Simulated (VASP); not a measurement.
# Al2SbP3 (Imm2) in VASP: single point with PBEsol

Aim: the single point of Al2SbP3 with PBEsol.

Program: VASP 6.6.1. These are calculated values, not measurements. Logs are shortened: lines on timing, memory, paths and dates and some standing lists are left out, and cuts for length are marked.

**1. The cell of the first run**

The structure is orthorhombic, space group Imm2 (No. 44). The conventional cell has a = 3.872 Å, b = 14.093 Å, c = 4.666 Å, α = 90.00°, β = 90.00°, γ = 90.00°. Within 3.1 Å of Al (site symmetry m) lie 4 P at 2.36 to 2.49 Å. Sb (site symmetry mm2) has 4 P at 2.60 to 2.67 Å within 3.4 Å. P (site symmetry m) has 3 Al at 2.36 to 2.37 Å and 1 Sb at 2.67 Å within 3.1 Å. P (site symmetry mm2) has 2 Al at 2.49 Å and 2 Sb at 2.60 Å within 3.3 Å.

**2. Single point, PBEsol**

Contents of INCAR:

```
ALGO     = Normal         # electronic algorithm
EDIFF    = 1E-7           # SCF threshold, eV
ENCUT    = 520            # plane-wave cutoff, eV
GGA      = PS             # functional
ISIF     = 2              # what is computed and relaxed
ISMEAR   = -1             # smearing method
LASPH    = True           # aspherical terms in the spheres
LCHARG   = True           # write CHGCAR
LELF     = True           # ELF
LREAL    = False          # projectors in reciprocal space
LVHAR    = True         
LWAVE    = False          # write WAVECAR
NBANDS   = 22             # bands
NELM     = 100            # most SCF steps
PREC     = Accurate       # precision mode
SIGMA    = 0.03           # smearing width, eV
```

Contents of KPOINTS:

```
k-points
0
Gamma
  6 6 6
```

Contents of POSCAR:

```
Al2SbP3
1.0
   -1.9358641229      7.0463160253      2.3330234190
    1.9358641229     -7.0463160253      2.3330234190
    1.9358641229      7.0463160253     -2.3330234190
Al Sb P
2 1 3
Direct
    0.4032853770      0.2369183533      0.1663670238
    0.0705513295      0.2369183533      0.8336329762
    0.6848497157      0.1848497157      0.5000000000
    0.3398908751      0.0214112223      0.3184796528
    0.7029315695      0.0214112223      0.6815203472
    0.0574891231      0.0574891231      0.0000000000
```

Potentials or basis: VASP PAW PBE potentials, release 64 (Al, Sb, P).

Started as:

```sh
$ cat potpaw_PBE.64/Al/POTCAR potpaw_PBE.64/Sb/POTCAR potpaw_PBE.64/P/POTCAR > POTCAR
$ mpirun -np 1 vasp_std > vasp.out
```

OUTCAR:

```text
EDIFF = 1E-7
   ENCUT = 520
   GGA = PS
   ISIF = 2
   ISMEAR = -1
   LASPH = True
   LREAL = False
   NELM = 100
   PREC = Accurate

 ion  position               nearest neighbor table
   1  0.403  0.237  0.166-   5 2.36   5 2.36   4 2.37   6 2.49
   2  0.071  0.237  0.834-   4 2.36   4 2.36   5 2.37   6 2.49
   3  0.685  0.185  0.500-   6 2.60   6 2.60   5 2.67   4 2.67
   4  0.340  0.021  0.318-   2 2.36   2 2.36   1 2.37   3 2.67
   5  0.703  0.021  0.682-   1 2.36   1 2.36   2 2.37   3 2.67
   6  0.057  0.057  0.000-   1 2.49   2 2.49   3 2.60   3 2.60

  LATTYP: Found a body centered orthorhombic cell.
 ALAT       =     3.8717282458
 B/A-ratio  =     1.2051586635
 C/A-ratio  =     3.6398815092

  Lattice vectors:

 A1 = (   1.9358641229,  -7.0463160253,  -2.3330234190)
 A2 = (  -1.9358641229,  -7.0463160253,   2.3330234190)
 A3 = (  -1.9358641229,   7.0463160253,  -2.3330234190)

Analysis of symmetry for initial positions (statically):
=====================================================================
 Subroutine PRICEL returns:
 Original cell was already a primitive cell.

 Routine SETGRP: Setting up the symmetry group for a
 body centered orthorhombic supercell.

 Subroutine GETGRP returns: Found  4 space group operations
 (whereof  4 operations were pure point group operations)
 out of a pool of  8 trial point group operations.

The static configuration has the point symmetry C_2v.

Analysis of symmetry for dynamics (positions and initial velocities):
=====================================================================
 Subroutine PRICEL returns:
 Original cell was already a primitive cell.

 Routine SETGRP: Setting up the symmetry group for a
 body centered orthorhombic supercell.

 Subroutine GETGRP returns: Found  4 space group operations
 (whereof  4 operations were pure point group operations)
 out of a pool of  8 trial point group operations.

The dynamic configuration has the point symmetry C_2v.

 Subroutine INISYM returns: Found  4 space group operations
 (whereof  4 operations are pure point group operations),
 and found     1 'primitive' translations

----------------------------------------------------------------------------------------

                                     Primitive cell

  volume of cell :     127.2964

  direct lattice vectors                    reciprocal lattice vectors
    -1.935864123  7.046316025  2.333023419     0.000000000  0.070959065  0.214314180
     1.935864123 -7.046316025  2.333023419     0.258282590  0.000000000  0.214314180
     1.935864123  7.046316025 -2.333023419     0.258282590  0.070959065  0.000000000

  length of vectors
     7.670797723  7.670797723  7.670797723     0.225755967  0.335619523  0.267852731

  position of ions in fractional coordinates (direct lattice)
     0.403285377  0.236918353  0.166367024
     0.070551329  0.236918353  0.833632976
     0.684849716  0.184849716  0.500000000
     0.339890875  0.021411222  0.318479653
     0.702931570  0.021411222  0.681520347
     0.057489123  0.057489123  0.000000000

  ion indices of the primitive-cell ions
   primitive index   ion index
                 1           1
                 2           2
                 3           3
                 4           4
                 5           5
                 6           6

----------------------------------------------------------------------------------------

 KPOINTS: k-points

Automatic generation of k-mesh.
 Grid dimensions read from file:
 generate k-points for:    6    6    6

 Generating k-lattice:

  Cartesian coordinates                     Fractional coordinates (reciprocal lattice)
     0.000000000  0.011826511  0.035719030     0.166666667 -0.000000000  0.000000000
     0.043047098  0.000000000  0.035719030    -0.000000000  0.166666667  0.000000000
     0.043047098  0.011826511  0.000000000     0.000000000  0.000000000  0.166666667

  Length of vectors
     0.037625994  0.055936587  0.044642122

  Shift w.r.t. Gamma in fractional coordinates (k-lattice)
     0.000000000  0.000000000  0.000000000

 Subroutine IBZKPT returns following result:
 ===========================================

 Found     46 irreducible k-points:

 Following reciprocal coordinates:
            Coordinates               Weight
  0.000000  0.000000  0.000000      1.000000
  0.166667  0.000000 -0.000000      4.000000
  0.333333  0.000000 -0.000000      4.000000
  0.500000  0.000000 -0.000000      2.000000
  0.000000  0.166667 -0.000000      4.000000
  0.166667  0.166667 -0.000000      8.000000
[... 16 lines left out ...]
 -0.166667  0.166667  0.166667      2.000000
  0.166667  0.333333  0.166667      4.000000
 [... further k-points ...]
   k-points           NKPTS =     46   k-points in BZ     NKDIM =     46   number of bands    NBANDS=     22
   number of dos      NEDOS =    301   number of ions     NIONS =      6
   total plane-waves  NPLWV = 216000
   dimension x,y,z NGX =    60 NGY =   60 NGZ =   60
   dimension x,y,z NGXF=   120 NGYF=  120 NGZF=  120
   ions per type =               2   1   3
   NGX,Y,Z   is equivalent  to a cutoff of  13.00, 13.00, 13.00 a.u.
   NGXF,Y,Z  is equivalent  to a cutoff of  26.01, 26.01, 26.01 a.u.
 SYSTEM =  unknown system
   PREC   = accura    normal or accurate (medium, high low for compatibility)
   ISTART =      0    job   : 0-new  1-cont  2-samecut
   ICHARG =      2    charge: 1-file 2-atom 10-const
   ISPIN  =      1    spin polarized calculation?
   LNONCOLLINEAR =      F non collinear calculations
   LSORBIT =      F    spin-orbit coupling
   LASPH  =      T    aspherical Exc in radial PAW
   ENCUT  =  520.0 eV  38.22 Ry    6.18 a.u.  14.26 14.26 14.26*2*pi/ulx,y,z
   NELM   =    100;   NELMIN=  2; NELMDL= -5     # of ELM steps
   EDIFF  = 0.1E-06   stopping-criterion for ELM
   LREAL  =      F    real-space projection
   EDIFFG = 0.1E-05   stopping-criterion for IOM
   NSW    =      0    number of steps for IOM
   IBRION =     -1    ionic relax: 0-MD 1-quasi-New 2-CG
   NFREE  =      0    steps in history (QN), initial steepest desc. (CG)
   ISIF   =      2    stress and relaxation
   ISYM   =      2    0-nonsym 1-usesym 2-fastsym
   POTIM  = 0.5000    time-step for ionic-motion
   TEBEG  =    0.0;   TEEND  =   0.0 temperature during run
   PSTRESS=    0.0 pullay stress
   NELECT =      26.0000    total number of electrons
   NUPDOWN=      -1.0000    fix difference up-down
   EMIN   =  10.00;   EMAX   =-10.00  energy-range for DOS
   EFERMI =   0.00;   METHOD = LEGACY
   ISMEAR =    -1;   SIGMA  =   0.03  broadening in eV -4-tet -1-fermi 0-gaus
   EFERMI_NEDOS =   21; number of points for ismear=-14 and -15
   IALGO  =     38    algorithm
   IMIX   =      4    mixing-type and parameters
     AMIX     =   0.40;   BMIX     =  1.00
     AMIX_MAG =   1.60;   BMIX_MAG =  1.00
  volume/ion in A,a.u.               =      21.22       143.17
  Fermi-wavevector in a.u.,A,eV,Ry     =   0.964111  1.821907 12.646764  0.929511
  Thomas-Fermi vector in A             =   2.093715
   LORBIT       =      0    0 simple, 1 ext, 2 COOP (PROOUT), +10 PAW based schemes
   GGA     = PS    functional components
   LHFCALC =     F    Hartree Fock is set to
   AEXX    =    0.0000 exact exchange contribution
   IVDW    =     0    specifies the selected vdW correction
   LEPSILON=     F    determine dielectric tensor
   LRPA    =     F    only Hartree local field effects (RPA)
 non-spin polarized calculation
  energy-cutoff  :      520.00
  volume of cell :      127.30
 maximum number of plane-waves:      3449
 NGX is ok and might be reduce to    60
   NGX = 29   NGY = 29   NGZ = 29

 number of electron      26.0000000 magnetization

 Free energy of the ion-electron system (eV)
  ---------------------------------------------------
  ext. energy  EPLUGINS =         0.00000000
  ---------------------------------------------------
  free energy    TOTEN  =       -31.00257573 eV

  energy without entropy =      -30.99940599  energy(sigma->0) =      -31.00099086

 E-fermi :   6.2973     XC(G=0):  -9.6912

 val. band max:        6.2711199230   @ k =  -0.3333   0.3333   0.1667
 cond. band min:       6.3135204031   @ k =  -0.1667  -0.3333   0.1667
 fundamental gap:      0.0424004800
 Fermi energy:         6.2973244387

 k-point     1 :       0.0000    0.0000    0.0000
  band No.  band energies     occupation
      1      -7.0711      2.00000
      2      -4.9144      2.00000
      3      -4.0623      2.00000
      4      -1.4907      2.00000
      5       0.4596      2.00000
      6       1.4522      2.00000
[... 14 lines left out ...]
     21      11.7831      0.00000
     22      12.0881      0.00000

 k-point     2 :       0.1667    0.0000   -0.0000
  band No.  band energies     occupation
      1      -6.9198      2.00000
      2      -4.9556      2.00000
      3      -4.0765      2.00000
      4      -1.9455      2.00000
      5       0.0752      2.00000
      6       2.0333      2.00000
[... 14 lines left out ...]
     21      11.2207      0.00000
     22      11.5871      0.00000

 k-point     3 :       0.3333    0.0000   -0.0000
  band No.  band energies     occupation
      1      -6.5090      2.00000
      2      -5.0259      2.00000
      3      -4.4261      2.00000
      4      -2.3738      2.00000
      5      -0.0995      2.00000
      6       1.8880      2.00000
[... 14 lines left out ...]
     21      10.8765      0.00000
     22      11.3291      0.00000
[... 476 lines left out ...]
 k-point    23 :      -0.1667    0.1667    0.1667
  band No.  band energies     occupation
      1      -6.1419      2.00000
      2      -4.3422      2.00000
      3      -3.8393      2.00000
      4      -2.7998      2.00000
      5      -0.2606      2.00000
      6       2.0730      2.00000
[... 14 lines left out ...]
     21      10.4002      0.00000
     22      10.6316      0.00000

 k-point    24 :       0.1667    0.3333    0.1667
  band No.  band energies     occupation
      1      -4.7659      2.00000
      2      -4.5537      2.00000
      3      -3.9719      2.00000
      4      -2.6626      2.00000
      5      -0.2958      2.00000
      6       0.0257      2.00000
[... 14 lines left out ...]
     21      11.8272      0.00000
     22      12.3079      0.00000

 [... further k-points ...]
[... 5 lines left out ...]
  --------------------------------------------------------------------------------------
  -------------------------------------------------------------------------------------
  Total        0.1029407      0.0713825      0.0767299      0.0000000      0.0000000      0.0000000
  in kB        1.2956320      0.8984344      0.9657374      0.0000000      0.0000000      0.0000000
  external PRESSURE =       1.0532679 kB  Pullay stress =       0.0000000 kB

 VOLUME and BASIS-vectors are now :
 -----------------------------------------------------------------------------
  energy-cutoff  :      520.00
  volume of cell :      127.30
      direct lattice vectors                 reciprocal lattice vectors
    -1.935864123  7.046316025  2.333023419     0.000000000  0.070959065  0.214314180
     1.935864123 -7.046316025  2.333023419     0.258282590  0.000000000  0.214314180
     1.935864123  7.046316025 -2.333023419     0.258282590  0.070959065  0.000000000

 POSITION                                       TOTAL-FORCE (eV/Angst)
 -----------------------------------------------------------------------------------
      0.00000      2.34455      1.10547        -0.000000     -0.002024     -0.000692
      1.93586      4.70177     -1.22755        -0.000000      0.002024     -0.000692
      0.00000      7.04632      0.86252         0.000000     -0.000000     -0.052077
      0.00000      4.48822      0.09991        -0.000000     -0.010114      0.001560
      0.00000      9.60442      0.09991        -0.000000      0.010114      0.001560
      0.00000      0.00000      0.26825         0.000000      0.000000      0.050342
 -----------------------------------------------------------------------------------
    total drift:                                0.000000      0.000000     -0.000982

  FREE ENERGIE OF THE ION-ELECTRON SYSTEM (eV)
  ---------------------------------------------------
  free  energy   TOTEN  =       -31.0025757279 eV

  energy  without entropy=      -30.9994059886  energy(sigma->0) =      -31.00099086
```

It took 4.3 min on 1 thread of Intel Xeon Platinum 8375C at 2.90GHz (Ice Lake), shared host; peak memory 0.51 GiB.

Results:

```
Free energy            : -31.0026 eV
Pressure               : 0.1 GPa
Largest force          : 0.052 eV/Å
Band gap on the k mesh : zero (band 13 reaches 6.38 eV, above the bottom of band 14 at 6.02 eV)
```

Forces on the atoms (eV/Å):
```
Al   0.000 -0.002 -0.001
Al   0.000  0.002 -0.001
Sb   0.000  0.000 -0.052
P    0.000 -0.010  0.002
P    0.000  0.010  0.002
P    0.000  0.000  0.050
```

Caveat: the PAW data sets were made with another functional, which shifts forces and pressure a little; spin-orbit coupling is left out, which moves the levels of the heavy elements.
